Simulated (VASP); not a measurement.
# BaTiO3 in VASP: a series of runs, part 2 of 2

VASP 6.6.1. Earlier steps stand in the parts before.

**3. Single point, PBE**

This run uses another cell than the first one, of 11.77 Å³/atom, 1.038 times its volume.

The input, INCAR:

```
SYSTEM = BaTiO3
PREC = Accurate ; ENCUT = 520
EDIFF = 1E-7 ; ISMEAR = -1
SIGMA = 0.05 ; LREAL = .FALSE.
LASPH = .TRUE. ; NELM = 60
ALGO = Normal ; ISIF = 2
LWAVE = .FALSE. ; LCHARG = .FALSE.
GGA = PE ; NBANDS = 28
```

The input, KPOINTS:

```
Automatic mesh
0
G
  7 7 7
  0 0 0
```

The input, POSCAR:

```
BaTiO3
1.0
    2.7503512534      1.5879160365      2.2456568508
   -2.7503512534      1.5879160365      2.2456568508
    0.0000000000     -3.1758320730      2.2456568507
Ba Ti O
1 1 3
Direct
    0.0038360407      0.0038360407      0.0038360407
    0.5038016592      0.5038016592      0.5038016592
    0.5038520938      0.0038581125      0.5038520938
    0.0038581125      0.5038520938      0.5038520938
    0.5038520938      0.5038520938      0.0038581125
```

Potentials or basis: VASP PAW PBE potentials, release 64 (Ba_sv, Ti_sv, O).

The run is started by

```sh
> cat potpaw_PBE.64/Ba_sv/POTCAR potpaw_PBE.64/Ti_sv/POTCAR potpaw_PBE.64/O/POTCAR > POTCAR
> mpirun -np 1 vasp_std > vasp.out
```

OUTCAR:

```text
SYSTEM = BaTiO3
   PREC = Accurate
   ENCUT = 520
   EDIFF = 1E-7
   ISMEAR = -1
   LREAL = .FALSE.
   LASPH = .TRUE.
   NELM = 60
   ISIF = 2
   GGA = PE

 ion  position               nearest neighbor table
   1  0.004  0.004  0.004-   3 2.75   4 2.75   5 2.75   4 2.75   3 2.75   4 2.75   3 2.75   5 2.75
                             5 2.75   4 2.75   3 2.75   5 2.75   2 3.37   2 3.37   2 3.37   2 3.37
   2  0.504  0.504  0.504-   5 1.94   4 1.94   3 1.94   5 1.95   4 1.95   3 1.95   1 3.37   1 3.37
                             1 3.37   1 3.37   1 3.37   1 3.37   1 3.37   1 3.37
   3  0.504  0.004  0.504-   2 1.94   2 1.95   1 2.75   1 2.75   1 2.75   1 2.75
   4  0.004  0.504  0.504-   2 1.94   2 1.95   1 2.75   1 2.75   1 2.75   1 2.75
   5  0.504  0.504  0.004-   2 1.94   2 1.95   1 2.75   1 2.75   1 2.75   1 2.75

  LATTYP: Found a simple cubic cell.
 ALAT       =     3.8895866165

  Lattice vectors:

 A1 = (   2.7503512534,   1.5879160365,   2.2456568508)
 A2 = (  -2.7503512534,   1.5879160365,   2.2456568508)
 A3 = (   0.0000000000,  -3.1758320730,   2.2456568507)

Analysis of symmetry for initial positions (statically):
=====================================================================
 Subroutine PRICEL returns:
 Original cell was already a primitive cell.

 Routine SETGRP: Setting up the symmetry group for a
 simple cubic supercell.

 Subroutine GETGRP returns: Found  6 space group operations
 (whereof  6 operations were pure point group operations)
 out of a pool of 48 trial point group operations.

The static configuration has the point symmetry C_3v.

Analysis of symmetry for dynamics (positions and initial velocities):
=====================================================================
 Subroutine PRICEL returns:
 Original cell was already a primitive cell.

 Routine SETGRP: Setting up the symmetry group for a
 simple cubic supercell.

 Subroutine GETGRP returns: Found  6 space group operations
 (whereof  6 operations were pure point group operations)
 out of a pool of 48 trial point group operations.

The dynamic configuration has the point symmetry C_3v.
[... 117 lines left out ...]
   NUPDOWN=      -1.0000    fix difference up-down
   EMIN   =  10.00;   EMAX   =-10.00  energy-range for DOS
   EFERMI =   0.00;   METHOD = LEGACY
   ISMEAR =    -1;   SIGMA  =   0.05  broadening in eV -4-tet -1-fermi 0-gaus
   EFERMI_NEDOS =   21; number of points for ismear=-14 and -15
   IALGO  =     38    algorithm
   IMIX   =      4    mixing-type and parameters
     AMIX     =   0.40;   BMIX     =  1.00
     AMIX_MAG =   1.60;   BMIX_MAG =  1.00
  volume/ion in A,a.u.               =      11.77        79.42
  Fermi-wavevector in a.u.,A,eV,Ry     =   1.439433  2.720133 28.190818  2.071967
  Thomas-Fermi vector in A             =   2.558289
   LORBIT       =      0    0 simple, 1 ext, 2 COOP (PROOUT), +10 PAW based schemes
   GGA     = PE    functional components
[... 5 lines left out ...]
 non-spin polarized calculation
  energy-cutoff  :      520.00
  volume of cell :       58.85
 maximum number of plane-waves:      1595
 NGX is ok and might be reduce to    30
   NGX = 15   NGY = 15   NGZ = 15

 number of electron      40.0000002 magnetization

 Free energy of the ion-electron system (eV)
  ---------------------------------------------------
  ext. energy  EPLUGINS =         0.00000000
  ---------------------------------------------------
  free energy    TOTEN  =       -39.54968862 eV

  energy without entropy =      -39.54968862  energy(sigma->0) =      -39.54968862

 E-fermi :   5.4732     XC(G=0): -11.7193

 val. band max:        4.4719289450   @ k =   0.0000   0.0000   0.0000
 cond. band min:       6.4350289921   @ k =   0.0000   0.0000   0.0000
 fundamental gap:      1.9631000471
 Fermi energy:         5.4731897023

 k-point     1 :       0.0000    0.0000    0.0000
  band No.  band energies     occupation
      1     -51.7429      2.00000
      2     -28.0073      2.00000
      3     -28.0073      2.00000
      4     -28.0073      2.00000
      5     -20.1228      2.00000
      6     -12.5491      2.00000
[... 733 lines left out ...]
     27      12.8596      0.00000
     28      13.9092      0.00000

 [... further k-points ...]
[... 5 lines left out ...]
  --------------------------------------------------------------------------------------
  -------------------------------------------------------------------------------------
  Total        8.2546517      8.2546517      8.2542525      0.0000000      0.0000000      0.0000000
  in kB      224.7496340    224.7496340    224.7387659      0.0000000      0.0000000      0.0000000
  external PRESSURE =     224.7460113 kB  Pullay stress =       0.0000000 kB

 VOLUME and BASIS-vectors are now :
 -----------------------------------------------------------------------------
  energy-cutoff  :      520.00
  volume of cell :       58.85
      direct lattice vectors                 reciprocal lattice vectors
     2.750351253  1.587916037  2.245656851     0.181794961  0.104959370  0.148434670
    -2.750351253  1.587916037  2.245656851    -0.181794961  0.104959370  0.148434670
     0.000000000 -3.175832073  2.245656851     0.000000000 -0.209918740  0.148434670

 POSITION                                       TOTAL-FORCE (eV/Angst)
 -----------------------------------------------------------------------------------
      0.00000      0.00000      0.02584        -0.000000     -0.000000     -0.000361
      0.00000      0.00000      3.39410        -0.000000     -0.000000      0.000988
      1.37516     -0.79395      2.27162         0.000302     -0.000174     -0.000209
     -1.37516     -0.79395      2.27162        -0.000302     -0.000174     -0.000209
      0.00000      1.58790      2.27162        -0.000000      0.000348     -0.000209
 -----------------------------------------------------------------------------------
    total drift:                                0.000000     -0.000006     -0.000922

  FREE ENERGIE OF THE ION-ELECTRON SYSTEM (eV)
  ---------------------------------------------------
  free  energy   TOTEN  =       -39.5496886209 eV

  energy  without entropy=      -39.5496886205  energy(sigma->0) =      -39.54968862
```

Run time: 2.8 min. Hardware: 1 thread of AMD EPYC 7R13, shared host; peak memory 0.19 GiB.

What came out:

| Property | Result |
| --- | --- |
| Free energy | -39.5497 eV |
| Pressure | 22.5 GPa |
| Band gap on the k mesh | 1.96 eV, direct |

Levels at points of the mesh, in eV from the valence-band top:
```
           k point  band 18  band 19  band 20  band 21  band 22  band 23
(0.00, 0.00, 0.00)     0.00     0.00     0.00     1.96     1.96     1.96
```

Caveat: spin-orbit coupling is left out, which moves the levels of the heavy elements. A k mesh can miss the band edges.
